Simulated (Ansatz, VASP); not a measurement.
**Two plane-wave programs on V3Si**

```xyz
8
Lattice="4.7320 0.0000 0.0000 0.0000 4.7320 0.0000 0.0000 0.0000 4.7320" Properties=species:S:1:pos:R:3 pbc="T T T"
V     1.1830    0.0000    2.3660
V     2.3660    3.5490    0.0000
V     3.5490    0.0000    2.3660
V     2.3660    1.1830    0.0000
V     0.0000    2.3660    3.5490
V     0.0000    2.3660    1.1830
Si    0.0000    0.0000    0.0000
Si    2.3660    2.3660    2.3660
```

Alike in both runs: task single point; functional PBE; k mesh 8 × 8 × 8; occupations gaussian, width 0.05 eV; collinear spin.

```csv
,VASP,Ansatz
version,VASP 6.6.1,Ansatz 0.2.0
potentials or method,"VASP PAW PBE potentials, release 64 (V_sv, Si), cutoff 500 eV","scalar-relativistic, plane waves, PAW"
valence electrons in the cell,86,86
```

```csv
,VASP,Ansatz,Ansatz less VASP
gap on the k mesh at the Fermi level (eV),none,none,-
pressure (GPa),-3.5,-3.6,-0.08
net moment per atom (μB),0.13,0.12,-0.007
size of the moment on the site where the two differ most (μB),0.14,0.12,-0.025
```

Site moments also hang on the region over which each program counts them. A gap of «none» marks a metal or a gap that the smearing closes. With one functional, cell and mesh, what is left measures potentials, basis and numerics.
